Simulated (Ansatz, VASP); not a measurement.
**TiPd3: VASP beside Ansatz**

Contents of INCAR:

```
PREC     = Accurate       # precision mode
ENCUT    = 520            # plane-wave cutoff, eV
EDIFF    = 1E-7           # SCF threshold, eV
ISMEAR   = -1             # smearing method
SIGMA    = 0.05           # smearing width, eV
LREAL    = F              # projectors in reciprocal space
LASPH    = T              # aspherical terms in the spheres
NELM     = 80             # most SCF steps
ALGO     = Normal         # electronic algorithm
ISIF     = 2              # what is computed and relaxed
LWAVE    = F              # write WAVECAR
LCHARG   = F              # write CHGCAR
NBANDS   = 29             # bands
```

The input KPOINTS:

```
regular mesh
0
Gamma
  11 11 11
```

The input POSCAR:

```
TiPd3
1.0
    3.8200000000      0.0000000000      0.0000000000
    0.0000000000      3.8200000000      0.0000000000
    0.0000000000      0.0000000000      3.8964000000
Ti Pd
1 3
Direct
    0.0000000000      0.0000000000      0.0000000000
    0.0000000000      0.5000000000      0.5000000000
    0.5000000000      0.0000000000      0.5000000000
    0.5000000000      0.5000000000      0.0000000000
```

Input for Ansatz:

```yaml
crystal:
  lattice:
    - [3.82, 0.0, 0.0]
    - [0.0, 3.82, 0.0]
    - [0.0, 0.0, 3.8964]
  atoms:
    - { symbol: Ti, position: [0.0, 0.0, 0.0] }
    - { symbol: Pd, position: [0.0, 0.5, 0.5] }
    - { symbol: Pd, position: [0.5, 0.0, 0.5] }
    - { symbol: Pd, position: [0.5, 0.5, 0.0] }
kpoints:
  mp_grid: { grid: [11, 11, 11] }
  band_path:
    path:
      - [0.0, 0.0, 0.0]
      - [0.0, 0.5, 0.0]
      - [0.5, 0.5, 0.0]
      - [0.0, 0.0, 0.0]
      - [0.0, 0.0, 0.5]
      - [0.0, 0.5, 0.5]
      - [0.5, 0.5, 0.5]
      - [0.0, 0.0, 0.5]
      - [0.0, 0.5, 0.0]
    npoints: 5
scf:
  occupations: { method: fermi_dirac, width: 0.05 }
hamiltonian:
  xc: lda
  pseudopotentials: { kind: all_electron, lapw: { basis_error: 0.001 } }
output:
  forces: true
  stress: true
  eigenvalues: true
```

Change from the starting cell: zz strain of +2 %.

Alike in both runs: task single point; functional LDA; k mesh 11 × 11 × 11; occupations fermi-dirac, width 0.05 eV; no spin polarisation.

|  | VASP | Ansatz |
| --- | --- | --- |
| version | VASP 6.6.1 | Ansatz 0.2.0 |
| potentials or method | VASP PAW LDA potentials, release 64 (Ti_sv, Pd), cutoff 520 eV | all-electron LAPW, scalar-relativistic |

VASP gave:

```
pressure (GPa)                                                : -1.8
traceless stress, the component that is largest in VASP (GPa) : -2.09
```

Task: Which values does Ansatz return?

Result: Pressure (GPa): -2.1; traceless stress, the component that is largest in VASP (GPa): -2.09.

LDA's correlation is that of Perdew and Zunger in VASP and of Perdew and Wang (1992) in Ansatz. Ansatz ran all-electron here, and VASP with PAW potentials.
